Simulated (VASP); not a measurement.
# Rb4O (I4/mmm) in VASP: further runs

The runs below take Rb4O through single point, with PBE.

Everything below comes from runs of VASP 6.6.1. Logs are shortened: lines on timing, memory, paths and dates and some standing lists are left out, and cuts for length are marked.

## Step 1: The cell of the first run

The structure is tetragonal, space group I4/mmm (No. 139). The conventional cell has a = 11.582 Å, b = 11.582 Å, c = 5.075 Å, α = 90.00°, β = 90.00°, γ = 90.00°. Within 3.4 Å of Rb (site symmetry m2m) lie 1 O at 2.59 Å. Within 3.4 Å of O (site symmetry 4/mmm) lie 4 Rb at 2.59 Å.

The cell was generated, and may not be a known phase.

## Step 2: Single point, PBE

The input, INCAR:

```
ALGO = Normal
EDIFF = 1E-6
ENCUT = 520
GGA = PE
ISIF = 2
ISMEAR = 0
LASPH = True
LCHARG = True
LELF = True
LREAL = False
LVHAR = True
LWAVE = False
NBANDS = 29
NELM = 80
PREC = Accurate
SIGMA = 0.1
```

The input, KPOINTS:

```
k-points
0
Gamma
  8 8 8
```

The input, POSCAR:

```
Rb4O
1.0
   -5.7907605992      5.7907605992      2.5376448128
    5.7907605992     -5.7907605992      2.5376448128
    5.7907605992      5.7907605992     -2.5376448128
Rb O
4 1
Direct
    0.5000000000      0.2765448546      0.7765448546
    0.5000000000      0.7234551454      0.2234551454
    0.2765448546      0.5000000000      0.7765448546
    0.7234551454      0.5000000000      0.2234551454
    0.5000000000      0.5000000000      0.0000000000
```

Potentials or basis: VASP PAW PBE potentials, release 64 (Rb_sv, O).

On the command line:

```
> cat potpaw_PBE.64/Rb_sv/POTCAR potpaw_PBE.64/O/POTCAR > POTCAR
> mpirun -np 1 vasp_std > vasp.out
```

OUTCAR:

```text
EDIFF = 1E-6
   ENCUT = 520
   GGA = PE
   ISIF = 2
   ISMEAR = 0
   LASPH = True
   LREAL = False
   NELM = 80
   PREC = Accurate

 ion  position               nearest neighbor table
   1  0.500  0.277  0.777-   5 2.59   4 3.66   3 3.66   2 5.18   3 5.19   4 5.19   3 5.19   4 5.19

   2  0.500  0.723  0.223-   5 2.59   4 3.66   3 3.66   1 5.18   4 5.19   3 5.19   3 5.19   4 5.19

   3  0.277  0.500  0.777-   5 2.59   2 3.66   1 3.66   4 5.18   1 5.19   2 5.19   1 5.19   2 5.19

   4  0.723  0.500  0.223-   5 2.59   2 3.66   1 3.66   3 5.18   2 5.19   1 5.19   1 5.19   2 5.19

   5  0.500  0.500  0.000-   1 2.59   2 2.59   3 2.59   4 2.59

  LATTYP: Found a body centered tetragonal cell.
 ALAT       =    11.5815211984
 C/A-ratio  =     0.4382230571

  Lattice vectors:

 A1 = (  -5.7907605992,   5.7907605992,   2.5376448128)
 A2 = (   5.7907605992,  -5.7907605992,   2.5376448128)
 A3 = (   5.7907605992,   5.7907605992,  -2.5376448128)

Analysis of symmetry for initial positions (statically):
=====================================================================
 Subroutine PRICEL returns:
 Original cell was already a primitive cell.

 Routine SETGRP: Setting up the symmetry group for a
 body centered tetragonal supercell.

 Subroutine GETGRP returns: Found 16 space group operations
 (whereof 16 operations were pure point group operations)
 out of a pool of 16 trial point group operations.

The static configuration has the point symmetry D_4h.

Analysis of symmetry for dynamics (positions and initial velocities):
=====================================================================
 Subroutine PRICEL returns:
 Original cell was already a primitive cell.

 Routine SETGRP: Setting up the symmetry group for a
 body centered tetragonal supercell.

 Subroutine GETGRP returns: Found 16 space group operations
 (whereof 16 operations were pure point group operations)
 out of a pool of 16 trial point group operations.

The dynamic configuration has the point symmetry D_4h.

 Subroutine INISYM returns: Found 16 space group operations
 (whereof 16 operations are pure point group operations),
 and found     1 'primitive' translations

----------------------------------------------------------------------------------------

                                     Primitive cell

  volume of cell :     340.3784

  direct lattice vectors                    reciprocal lattice vectors
    -5.790760599  5.790760599  2.537644813     0.000000000  0.086344443  0.197033090
     5.790760599 -5.790760599  2.537644813     0.086344443  0.000000000  0.197033090
     5.790760599  5.790760599 -2.537644813     0.086344443  0.086344443  0.000000000

  length of vectors
     8.573532401  8.573532401  8.573532401     0.215121830  0.215121830  0.122109483

  position of ions in fractional coordinates (direct lattice)
     0.500000000  0.276544855  0.776544855
     0.500000000  0.723455145  0.223455145
     0.276544855  0.500000000  0.776544855
     0.723455145  0.500000000  0.223455145
     0.500000000  0.500000000  0.000000000

  ion indices of the primitive-cell ions
   primitive index   ion index
                 1           1
                 2           2
                 3           3
                 4           4
                 5           5

----------------------------------------------------------------------------------------

 KPOINTS: k-points

Automatic generation of k-mesh.
 Grid dimensions read from file:
 generate k-points for:    8    8    8

 Generating k-lattice:

  Cartesian coordinates                     Fractional coordinates (reciprocal lattice)
     0.000000000  0.010793055  0.024629136     0.125000000  0.000000000  0.000000000
     0.010793055  0.000000000  0.024629136     0.000000000  0.125000000  0.000000000
     0.010793055  0.010793055  0.000000000     0.000000000  0.000000000  0.125000000

  Length of vectors
     0.026890229  0.026890229  0.015263685

  Shift w.r.t. Gamma in fractional coordinates (k-lattice)
     0.000000000  0.000000000  0.000000000

 Subroutine IBZKPT returns following result:
 ===========================================

 Found     59 irreducible k-points:

 Following reciprocal coordinates:
            Coordinates               Weight
  0.000000  0.000000  0.000000      1.000000
  0.125000  0.000000  0.000000      8.000000
  0.250000  0.000000  0.000000      8.000000
  0.375000  0.000000 -0.000000      8.000000
  0.500000  0.000000  0.000000      4.000000
  0.125000  0.125000  0.000000      8.000000
[... 16 lines left out ...]
  0.250000  0.125000  0.125000     16.000000
  0.375000  0.125000  0.125000      8.000000
 [... further k-points ...]
   k-points           NKPTS =     59   k-points in BZ     NKDIM =     59   number of bands    NBANDS=     29
   number of dos      NEDOS =    301   number of ions     NIONS =      5
   total plane-waves  NPLWV = 262144
   dimension x,y,z NGX =    64 NGY =   64 NGZ =   64
   dimension x,y,z NGXF=   128 NGYF=  128 NGZF=  128
   ions per type =               4   1
   NGX,Y,Z   is equivalent  to a cutoff of  12.41, 12.41, 12.41 a.u.
   NGXF,Y,Z  is equivalent  to a cutoff of  24.82, 24.82, 24.82 a.u.
 SYSTEM =  unknown system
   PREC   = accura    normal or accurate (medium, high low for compatibility)
   ISTART =      0    job   : 0-new  1-cont  2-samecut
   ICHARG =      2    charge: 1-file 2-atom 10-const
   ISPIN  =      1    spin polarized calculation?
   LNONCOLLINEAR =      F non collinear calculations
   LSORBIT =      F    spin-orbit coupling
   LASPH  =      T    aspherical Exc in radial PAW
   ENCUT  =  520.0 eV  38.22 Ry    6.18 a.u.  15.94 15.94 15.94*2*pi/ulx,y,z
   NELM   =     80;   NELMIN=  2; NELMDL= -5     # of ELM steps
   EDIFF  = 0.1E-05   stopping-criterion for ELM
   LREAL  =      F    real-space projection
   EDIFFG = 0.1E-04   stopping-criterion for IOM
   NSW    =      0    number of steps for IOM
   IBRION =     -1    ionic relax: 0-MD 1-quasi-New 2-CG
   NFREE  =      0    steps in history (QN), initial steepest desc. (CG)
   ISIF   =      2    stress and relaxation
   ISYM   =      2    0-nonsym 1-usesym 2-fastsym
   POTIM  = 0.5000    time-step for ionic-motion
   TEBEG  =    0.0;   TEEND  =   0.0 temperature during run
   PSTRESS=    0.0 pullay stress
   NELECT =      42.0000    total number of electrons
   NUPDOWN=      -1.0000    fix difference up-down
   EMIN   =  10.00;   EMAX   =-10.00  energy-range for DOS
   EFERMI =   0.00;   METHOD = LEGACY
   ISMEAR =     0;   SIGMA  =   0.10  broadening in eV -4-tet -1-fermi 0-gaus
   EFERMI_NEDOS =   21; number of points for ismear=-14 and -15
   IALGO  =     38    algorithm
   IMIX   =      4    mixing-type and parameters
     AMIX     =   0.40;   BMIX     =  1.00
     AMIX_MAG =   1.60;   BMIX_MAG =  1.00
  volume/ion in A,a.u.               =      68.08       459.40
  Fermi-wavevector in a.u.,A,eV,Ry     =   0.815024  1.540173  9.037870  0.664265
  Thomas-Fermi vector in A             =   1.925037
   LORBIT       =      0    0 simple, 1 ext, 2 COOP (PROOUT), +10 PAW based schemes
   GGA     = PE    functional components
   LHFCALC =     F    Hartree Fock is set to
   AEXX    =    0.0000 exact exchange contribution
   IVDW    =     0    specifies the selected vdW correction
   LEPSILON=     F    determine dielectric tensor
   LRPA    =     F    only Hartree local field effects (RPA)
 non-spin polarized calculation
 Gauss-broadening in eV      SIGMA  =   0.10
  energy-cutoff  :      520.00
  volume of cell :      340.38
 maximum number of plane-waves:      9230
   NGX = 31   NGY = 31   NGZ = 31

 number of electron      42.0000005 magnetization

 Free energy of the ion-electron system (eV)
  ---------------------------------------------------
  ext. energy  EPLUGINS =         0.00000000
  ---------------------------------------------------
  free energy    TOTEN  =       -10.95882657 eV

  energy without entropy =      -10.94609039  energy(sigma->0) =      -10.95245848

 E-fermi :  -0.0941     XC(G=0):  -5.5176

 val. band max:       -0.1008828196   @ k =  -0.3750   0.5000   0.3750
 cond. band min:      -0.0728021547   @ k =   0.5000   0.5000   0.3750
 fundamental gap:      0.0280806649
 Fermi energy:        -0.0940927530

 k-point     1 :       0.0000    0.0000    0.0000
  band No.  band energies     occupation
      1     -28.2494      2.00000
      2     -28.2098      2.00000
      3     -28.2098      2.00000
      4     -28.1746      2.00000
      5     -15.6970      2.00000
      6     -12.7064      2.00000
[... 21 lines left out ...]
     28       3.2092      0.00000
     29       3.2092      0.00000

 k-point     2 :       0.1250    0.0000    0.0000
  band No.  band energies     occupation
      1     -28.2491      2.00000
      2     -28.2096      2.00000
      3     -28.2096      2.00000
      4     -28.1745      2.00000
      5     -15.6963      2.00000
      6     -12.7027      2.00000
[... 21 lines left out ...]
     28       2.9296      0.00000
     29       3.0898      0.00000

 k-point     3 :       0.2500    0.0000    0.0000
  band No.  band energies     occupation
      1     -28.2483      2.00000
      2     -28.2092      2.00000
      3     -28.2092      2.00000
      4     -28.1744      2.00000
      5     -15.6948      2.00000
      6     -12.6937      2.00000
[... 21 lines left out ...]
     28       2.6052      0.00000
     29       3.0309      0.00000

 k-point     4 :       0.3750    0.0000   -0.0000
  band No.  band energies     occupation
      1     -28.2475      2.00000
      2     -28.2088      2.00000
      3     -28.2088      2.00000
      4     -28.1744      2.00000
      5     -15.6932      2.00000
      6     -12.6845      2.00000
[... 21 lines left out ...]
     28       2.6251      0.00000
     29       2.9579      0.00000

 k-point     5 :       0.5000    0.0000    0.0000
  band No.  band energies     occupation
      1     -28.2471      2.00000
      2     -28.2086      2.00000
      3     -28.2086      2.00000
      4     -28.1743      2.00000
      5     -15.6926      2.00000
      6     -12.6807      2.00000
[... 21 lines left out ...]
     28       3.0205      0.00000
     29       3.0521      0.00000
[... 510 lines left out ...]
     28       3.2365      0.00000
     29       3.8647      0.00000

 k-point    22 :       0.1250    0.1250    0.1250
  band No.  band energies     occupation
      1     -28.2481      2.00000
      2     -28.2095      2.00000
      3     -28.2089      2.00000
      4     -28.1746      2.00000
      5     -15.6946      2.00000
      6     -12.6910      2.00000
[... 21 lines left out ...]
     28       2.7281      0.00000
     29       3.1133      0.00000

 k-point    23 :       0.2500    0.1250    0.1250
  band No.  band energies     occupation
      1     -28.2474      2.00000
      2     -28.2090      2.00000
      3     -28.2086      2.00000
      4     -28.1744      2.00000
      5     -15.6932      2.00000
      6     -12.6839      2.00000
[... 21 lines left out ...]
     28       2.9335      0.00000
     29       3.0297      0.00000

 k-point    24 :       0.3750    0.1250    0.1250
  band No.  band energies     occupation
      1     -28.2471      2.00000
      2     -28.2086      2.00000
      3     -28.2086      2.00000
      4     -28.1743      2.00000
      5     -15.6926      2.00000
      6     -12.6810      2.00000
[... 21 lines left out ...]
     28       3.0680      0.00000
     29       3.2695      0.00000

 [... further k-points ...]

------------------------ aborting loop because EDIFF is reached ----------------------------------------

  FORCE on cell =-STRESS in cart. coord.  units (eV):
  Direction    XX          YY          ZZ          XY          YZ          ZX
  --------------------------------------------------------------------------------------
  -------------------------------------------------------------------------------------
  Total        0.1461021      0.1461021      0.0072939      0.0000000     -0.0000000      0.0000000
  in kB        0.6877094      0.6877094      0.0343328      0.0000000     -0.0000000      0.0000000
  external PRESSURE =       0.4699172 kB  Pullay stress =       0.0000000 kB

 VOLUME and BASIS-vectors are now :
 -----------------------------------------------------------------------------
  energy-cutoff  :      520.00
  volume of cell :      340.38
      direct lattice vectors                 reciprocal lattice vectors
    -5.790760599  5.790760599  2.537644813     0.000000000  0.086344443  0.197033090
     5.790760599 -5.790760599  2.537644813     0.086344443  0.000000000  0.197033090
     5.790760599  5.790760599 -2.537644813     0.086344443  0.086344443  0.000000000

 POSITION                                       TOTAL-FORCE (eV/Angst)
 -----------------------------------------------------------------------------------
      3.20281      5.79076      0.00000        -0.034276      0.000000      0.000000
      2.58795     -0.00000      2.53764         0.034276     -0.000000     -0.000000
      5.79076      3.20281      0.00000        -0.000000     -0.034276      0.000000
     -0.00000      2.58795      2.53764        -0.000000      0.034276     -0.000000
      0.00000      0.00000      2.53764        -0.000000      0.000000     -0.000000
 -----------------------------------------------------------------------------------
    total drift:                               -0.000000     -0.000000     -0.000000

  FREE ENERGIE OF THE ION-ELECTRON SYSTEM (eV)
  ---------------------------------------------------
  free  energy   TOTEN  =       -10.9588265658 eV

  energy  without entropy=      -10.9460903897  energy(sigma->0) =      -10.95245848
```

Run time: 6.7 min. Hardware: 1 thread of Intel Xeon 6975P-C (Granite Rapids), shared host; peak memory 0.86 GiB.

Results:

* Free energy: -10.9588 eV
* Pressure: 0.0 GPa
* Largest force: 0.034 eV/Å
* Band gap on the k mesh: zero (bands 21 and 22 overlap by 1.12 eV)

Forces in eV/Å, atoms in the order of the input:
```
Rb  -0.034  0.000  0.000
Rb   0.034  0.000  0.000
Rb   0.000 -0.034  0.000
Rb   0.000  0.034  0.000
O    0.000  0.000  0.000
```

## Step 3: Single point, PBE, collinear spin, ferromagnetic start

This run uses another cell than the first one, of 73.76 Å³/atom.

The input, INCAR:

```
SYSTEM = Rb4O
  PREC = Accurate
  ENCUT = 520
  EDIFF = 1E-6
  ISMEAR = 0
  SIGMA = 0.1
  LREAL = .FALSE.
  LASPH = .TRUE.
  NELM = 150
  ALGO = Normal
  ISIF = 2
  LWAVE = .FALSE.
  LCHARG = .FALSE.
  ISPIN = 2
  MAGMOM = 0 0 0 0 1
  LORBIT = 11
  GGA = PE
  NBANDS = 33
```

The input, KPOINTS:

```
Automatic mesh
0
G
  4 4 4
  0 0 0
```

The input, POSCAR:

```
Rb4O
1.0
   -5.0720289946      5.0720289946      3.5839650762
    5.0720289946     -5.0720289946      3.5839650762
    5.0720289946      5.0720289946     -3.5839650762
Rb O
4 1
Direct
    0.5000000000      0.2455694027      0.7455694027
    0.5000000000      0.7544305973      0.2544305973
    0.2455694027      0.5000000000      0.7455694027
    0.7544305973      0.5000000000      0.2544305973
    0.5000000000      0.5000000000      0.0000000000
```

Potentials or basis: VASP PAW PBE potentials, release 64 (Rb_sv, O).

On the command line:

```
> cat potpaw_PBE.64/Rb_sv/POTCAR potpaw_PBE.64/O/POTCAR > POTCAR
> mpirun -np 1 vasp_std > vasp.out
```

It took 3.1 min on 1 thread of Intel Xeon 6975P-C (Granite Rapids), shared host; peak memory 0.77 GiB.

It converged, with:

- Free energy: -10.8126 eV
- Pressure: 0.2 GPa
- Largest force: 0.041 eV/Å
- Band gap on the k mesh: zero (filled and empty bands overlap)
- Net moment: 0.00 μB per cell
- Valence electrons inside the program's atomic spheres: Rb 7.32; O 4.90

Forces in eV/Å, atoms in the order of the input:
```
Rb  -0.041  0.000  0.000
Rb   0.041  0.000  0.000
Rb   0.000 -0.041  0.000
Rb   0.000  0.041  0.000
O    0.000  0.000  0.000
```

Stress tensor (GPa, compression positive):
```
 0.29  0.00  0.00
 0.00  0.29  0.00
 0.00  0.00 -0.02
```

Levels at points of the mesh, in eV from the Fermi level:
Spin up:
```tsv
k point	band 18	band 19	band 20	band 21	band 22	band 23	band 24	band 25
(0.00, 0.00, 0.00)	-1.25	-1.11	-1.11	-1.05	1.53	1.53	1.81	1.84
(0.50, 0.00, 0.00)	-1.22	-1.11	-1.10	-0.10	0.18	1.16	1.29	1.53
(0.50, 0.50, 0.00)	-1.39	-1.13	-1.06	-0.30	-0.12	1.86	1.88	1.94
(0.50, 0.50, 0.50)	-1.10	-1.10	-1.07	-0.05	0.28	0.28	1.04	1.75
```
Spin down:
| k point | band 17 | band 18 | band 19 | band 20 | band 21 | band 22 | band 23 | band 24 | band 25 | band 26 |
| --- | --- | --- | --- | --- | --- | --- | --- | --- | --- | --- |
| (0.00, 0.00, 0.00) | -11.77 | -1.25 | -1.11 | -1.11 | -1.05 | 1.53 | 1.53 | 1.81 | 1.84 | 2.12 |
| (0.50, 0.00, 0.00) | -11.74 | -1.22 | -1.11 | -1.10 | -0.10 | 0.18 | 1.16 | 1.29 | 1.53 | 1.59 |
| (0.50, 0.50, 0.00) | -11.72 | -1.39 | -1.13 | -1.06 | -0.30 | -0.12 | 1.86 | 1.88 | 1.94 | 2.05 |
| (0.50, 0.50, 0.50) | -11.74 | -1.10 | -1.10 | -1.07 | -0.05 | 0.28 | 0.28 | 1.04 | 1.75 | 2.15 |

The gap in the log of VASP goes by the Fermi energy; the results here count the filled bands.